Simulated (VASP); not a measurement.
# SnO (P1) in VASP: single point with PBE

Aim: the single point of SnO with PBE.

Program: VASP 6.6.1. These are calculated values, not measurements. Logs are shortened: lines on timing, memory, paths and dates and some standing lists are left out, and cuts for length are marked.

### Step 1. The cell of the first run

The typed cell holds 4 atoms: a = 3.800 Å, b = 3.809 Å, c = 4.841 Å, α = 89.99°, β = 89.46°, γ = 88.04°.

### Step 2. Single point, PBE (atoms moved at random and the cell strained at random)

INCAR reads:

```
  PREC = Accurate
  ENCUT = 520
  EDIFF = 1E-6
  ISMEAR = 0
  SIGMA = 0.15
  LREAL = F
  LASPH = T
  NELM = 80
  ALGO = Fast
  ISIF = 2
  LWAVE = F
  LCHARG = F
  GGA = PE
  NBANDS = 28
```

KPOINTS reads:

```
regular mesh
0
Gamma
  12 12 10
```

POSCAR reads:

```
SnO
1.0
    3.7994745858      0.0649158492      0.0180836995
    0.0649158492      3.8083360006      0.0001340897
    0.0230017809      0.0001705570      4.8409260068
Sn O
2 2
Direct
   -0.0173455497      0.4727453468      0.2400562989
    0.4816996285     -0.0243915110      0.7674760242
    0.0045141029      0.0582369528     -0.0063550739
    0.5311318182      0.4934092113     -0.0011772492
```

Potentials or basis: VASP PAW PBE potentials, release 64 (Sn_d, O).

Started as:

```sh
$ cat potpaw_PBE.64/Sn_d/POTCAR potpaw_PBE.64/O/POTCAR > POTCAR
$ mpirun -np 1 vasp_std > vasp.out
```

OUTCAR:

```text
PREC = Accurate
   ENCUT = 520
   EDIFF = 1E-6
   ISMEAR = 0
   LREAL = F
   LASPH = T
   NELM = 80
   ISIF = 2
   GGA = PE

 ion  position               nearest neighbor table
   1  0.983  0.473  0.240-   3 1.98   4 2.08   4 2.38   3 2.53   2 3.48   2 3.52   2 3.56   2 3.57
                             2 3.67   2 3.68   2 3.73   2 3.76
   2  0.482  0.976  0.767-   3 2.12   4 2.15   4 2.28   3 2.31   1 3.48   1 3.52   1 3.56   1 3.57
                             1 3.67   1 3.68   1 3.73   1 3.76
   3  0.005  0.058  0.994-   1 1.98   2 2.12   2 2.31   1 2.53
   4  0.531  0.493  0.999-   1 2.08   2 2.15   2 2.28   1 2.38

  LATTYP: Found a triclinic cell.
 ALAT       =     3.8000721330
 B/A-ratio  =     1.0023202451
 C/A-ratio  =     1.2739180960
 COS(alpha) =     0.0001514113
 COS(beta)  =     0.0095100503
 COS(gamma) =     0.0341210497

  Lattice vectors:

 A1 = (   3.7994745858,   0.0649158492,   0.0180836995)
 A2 = (   0.0649158492,   3.8083360006,   0.0001340897)
 A3 = (   0.0230017809,   0.0001705570,   4.8409260068)

Analysis of symmetry for initial positions (statically):
=====================================================================
 Subroutine PRICEL returns:
 Original cell was already a primitive cell.

 Routine SETGRP: Setting up the symmetry group for a
 triclinic supercell.

 Subroutine GETGRP returns: Found  1 space group operations
 (whereof  1 operations were pure point group operations)
 out of a pool of  2 trial point group operations.

The static configuration has the point symmetry C_1 .

Analysis of symmetry for dynamics (positions and initial velocities):
=====================================================================
 Subroutine PRICEL returns:
 Original cell was already a primitive cell.

 Routine SETGRP: Setting up the symmetry group for a
 triclinic supercell.

 Subroutine GETGRP returns: Found  1 space group operations
 (whereof  1 operations were pure point group operations)
 out of a pool of  2 trial point group operations.

The dynamic configuration has the point symmetry C_1 .

 Subroutine INISYM returns: Found  1 space group operations
 (whereof  1 operations are pure point group operations),
 and found     1 'primitive' translations

[... 88 lines left out ...]
 SYSTEM =  unknown system
   PREC   = accura    normal or accurate (medium, high low for compatibility)
   ISTART =      0    job   : 0-new  1-cont  2-samecut
   ICHARG =      2    charge: 1-file 2-atom 10-const
   ISPIN  =      1    spin polarized calculation?
   LNONCOLLINEAR =      F non collinear calculations
   LSORBIT =      F    spin-orbit coupling
   LASPH  =      T    aspherical Exc in radial PAW
   ENCUT  =  520.0 eV  38.22 Ry    6.18 a.u.   7.07  7.08  9.00*2*pi/ulx,y,z
   NELM   =     80;   NELMIN=  2; NELMDL= -5     # of ELM steps
   EDIFF  = 0.1E-05   stopping-criterion for ELM
   LREAL  =      F    real-space projection
   EDIFFG = 0.1E-04   stopping-criterion for IOM
   NSW    =      0    number of steps for IOM
   IBRION =     -1    ionic relax: 0-MD 1-quasi-New 2-CG
   NFREE  =      0    steps in history (QN), initial steepest desc. (CG)
   ISIF   =      2    stress and relaxation
   ISYM   =      2    0-nonsym 1-usesym 2-fastsym
   POTIM  = 0.5000    time-step for ionic-motion
   TEBEG  =    0.0;   TEEND  =   0.0 temperature during run
   PSTRESS=    0.0 pullay stress
   NELECT =      40.0000    total number of electrons
   NUPDOWN=      -1.0000    fix difference up-down
   EMIN   =  10.00;   EMAX   =-10.00  energy-range for DOS
   EFERMI =   0.00;   METHOD = LEGACY
   ISMEAR =     0;   SIGMA  =   0.15  broadening in eV -4-tet -1-fermi 0-gaus
   EFERMI_NEDOS =   21; number of points for ismear=-14 and -15
   IALGO  =     68    algorithm
   IMIX   =      4    mixing-type and parameters
     AMIX     =   0.40;   BMIX     =  1.00
     AMIX_MAG =   1.60;   BMIX_MAG =  1.00
  volume/ion in A,a.u.               =      17.51       118.14
  Fermi-wavevector in a.u.,A,eV,Ry     =   1.358348  2.566906 25.104252  1.845110
  Thomas-Fermi vector in A             =   2.485189
   LORBIT       =      0    0 simple, 1 ext, 2 COOP (PROOUT), +10 PAW based schemes
   GGA     = PE    functional components
   LHFCALC =     F    Hartree Fock is set to
   AEXX    =    0.0000 exact exchange contribution
   IVDW    =     0    specifies the selected vdW correction
   LEPSILON=     F    determine dielectric tensor
   LRPA    =     F    only Hartree local field effects (RPA)
 non-spin polarized calculation
 RMM-DIIS sequential band-by-band and
 Gauss-broadening in eV      SIGMA  =   0.15
  energy-cutoff  :      520.00
  volume of cell :       70.02
 maximum number of plane-waves:      1908
   NGX = 15   NGY = 15   NGZ = 19

 number of electron      40.0000004 magnetization

 Free energy of the ion-electron system (eV)
  ---------------------------------------------------
  ext. energy  EPLUGINS =         0.00000000
  ---------------------------------------------------
  free energy    TOTEN  =       -22.14294393 eV

  energy without entropy =      -22.14234266  energy(sigma->0) =      -22.14264329

 E-fermi :   7.3256     XC(G=0): -10.2416

 val. band max:        7.2911390474   @ k =   0.5000   0.5000   0.0000
 cond. band min:       7.4220308065   @ k =   0.5000   0.5000   0.1000
 fundamental gap:      0.1308917591
 Fermi energy:         7.3255865245

 k-point     1 :       0.0000    0.0000    0.0000
  band No.  band energies     occupation
      1     -14.9677      2.00000
      2     -14.5595      2.00000
      3     -14.4206      2.00000
      4     -14.4111      2.00000
      5     -14.3885      2.00000
      6     -14.3501      2.00000
[... 733 lines left out ...]
     27      15.4482      0.00000
     28      15.9981      0.00000

 [... further k-points ...]
[... 5 lines left out ...]
  --------------------------------------------------------------------------------------
  -------------------------------------------------------------------------------------
  Total        4.0231778      4.7458936      3.3860258     -1.7811592      1.6048223      0.1419102
  in kB       92.0510791    108.5869545     77.4729182    -40.7532646     36.7186423      3.2469325
  external PRESSURE =      92.7036506 kB  Pullay stress =       0.0000000 kB

 VOLUME and BASIS-vectors are now :
 -----------------------------------------------------------------------------
  energy-cutoff  :      520.00
  volume of cell :       70.02
      direct lattice vectors                 reciprocal lattice vectors
     3.799474586  0.064915849  0.018083700     0.263276914 -0.004487702 -0.001250809
     0.064915849  3.808336001  0.000134090    -0.004487702  0.262658369  0.000012069
     0.023001781  0.000170557  4.840926007    -0.000983369  0.000009489  0.206576720

 POSITION                                       TOTAL-FORCE (eV/Angst)
 -----------------------------------------------------------------------------------
      3.76978      1.86420      1.17993         0.638351      1.469177      1.634953
      1.91119      3.74685      3.72414         0.535241      0.443421     -0.834032
      0.04379      0.22225      4.81025         0.259679     -2.792543     -0.732411
      2.07303      1.91372      4.84490        -1.433272      0.879945     -0.068510
 -----------------------------------------------------------------------------------
    total drift:                                0.000374      0.000355     -0.001334

  FREE ENERGIE OF THE ION-ELECTRON SYSTEM (eV)
  ---------------------------------------------------
  free  energy   TOTEN  =       -22.1429439253 eV

  energy  without entropy=      -22.1423426587  energy(sigma->0) =      -22.14264329
```

OSZICAR:

```text
N       E                     dE             d eps       ncg     rms          rms(c)
DAV:   1     0.417519494325E+03    0.41752E+03   -0.19721E+04 41752   0.216E+03
DAV:   2     0.366758519413E+02   -0.38084E+03   -0.36586E+03 41928   0.540E+02
DAV:   3    -0.232168821816E+02   -0.59893E+02   -0.58835E+02 46172   0.182E+02
DAV:   4    -0.259962711324E+02   -0.27794E+01   -0.27675E+01 46168   0.417E+01
DAV:   5    -0.260630271611E+02   -0.66756E-01   -0.66749E-01 44084   0.697E+00    0.121E+01
RMM:   6    -0.222751775427E+02    0.37878E+01   -0.10721E+01 51766   0.165E+01    0.444E+00
RMM:   7    -0.221618350494E+02    0.11334E+00   -0.76635E-01 53155   0.692E+00    0.248E+00
RMM:   8    -0.221531684643E+02    0.86666E-02   -0.22274E-01 55647   0.323E+00    0.767E-01
RMM:   9    -0.221421363896E+02    0.11032E-01   -0.30560E-02 56470   0.118E+00    0.320E-01
RMM:  10    -0.221427401372E+02   -0.60375E-03   -0.14247E-02 58400   0.713E-01    0.195E-01
RMM:  11    -0.221429046744E+02   -0.16454E-03   -0.26190E-03 54927   0.446E-01    0.414E-02
RMM:  12    -0.221429266564E+02   -0.21982E-04   -0.96247E-04 58550   0.229E-01    0.315E-02
RMM:  13    -0.221429372675E+02   -0.10611E-04   -0.22085E-04 60659   0.106E-01    0.154E-02
RMM:  14    -0.221429428506E+02   -0.55830E-05   -0.54890E-05 51457   0.452E-02    0.523E-03
RMM:  15    -0.221429437720E+02   -0.92143E-06   -0.13518E-05 51798   0.201E-02    0.232E-03
RMM:  16    -0.221429439253E+02   -0.15332E-06   -0.15988E-06 31958   0.958E-03
   1 F= -.22142944E+02 E0= -.22142643E+02  d E =-.601267E-03
```

It took 19 min on 1 thread of Oxide Virtual Turin-like, shared host; peak memory 1 GiB.

What came out:

```
Free energy   : -22.1429 eV
Pressure      : 9.3 GPa
Largest force : 2.899 eV/Å
```

Forces on the atoms (eV/Å):
```
Sn   0.638  1.469  1.635
Sn   0.535  0.443 -0.834
O    0.260 -2.793 -0.732
O   -1.433  0.880 -0.069
```

Stress tensor (GPa, compression positive):
```
 9.21 -4.08  0.32
-4.08 10.86  3.67
 0.32  3.67  7.75
```

Levels at points of the mesh, in eV from the Fermi level:
| k point | band 16 | band 17 | band 18 | band 19 | band 20 | band 21 | band 22 | band 23 | band 24 | band 25 |
| --- | --- | --- | --- | --- | --- | --- | --- | --- | --- | --- |
| (0.00, 0.00, 0.00) | -6.14 | -3.92 | -3.61 | -2.91 | -0.14 | 1.80 | 3.67 | 4.49 | 5.50 | 5.63 |
| (0.50, 0.00, 0.00) | -5.43 | -4.88 | -4.52 | -2.87 | -2.71 | 2.75 | 3.15 | 5.02 | 5.58 | 5.93 |
| (0.00, 0.50, 0.00) | -5.22 | -5.16 | -4.36 | -3.02 | -2.74 | 2.38 | 3.58 | 5.39 | 5.68 | 5.99 |
| (0.50, 0.50, 0.00) | -5.30 | -2.86 | -2.49 | -2.21 | -1.95 | -0.03 | 0.11 | 3.89 | 4.51 | 7.15 |
| (0.00, 0.00, 0.50) | -4.03 | -3.69 | -3.19 | -2.92 | -2.43 | 1.66 | 2.85 | 3.02 | 3.66 | 7.46 |
| (0.50, 0.00, 0.50) | -5.58 | -4.99 | -4.59 | -1.95 | -1.83 | 2.27 | 2.43 | 4.74 | 5.35 | 6.45 |
| (0.00, 0.50, 0.50) | -5.52 | -5.42 | -4.42 | -2.09 | -1.72 | 2.28 | 2.45 | 4.99 | 5.42 | 6.50 |
| (0.50, 0.50, 0.50) | -5.74 | -3.03 | -2.83 | -2.64 | -2.43 | 2.00 | 2.29 | 3.69 | 3.92 | 5.25 |

Caveat: the cell differs from its parent crystal (atoms moved at random and the cell strained at random); the cell stands under pressure; spin-orbit coupling is left out, which moves the levels of the heavy elements; forces of over 1 eV/Å act on the atoms, so gaps and moduli don't describe the material at rest.
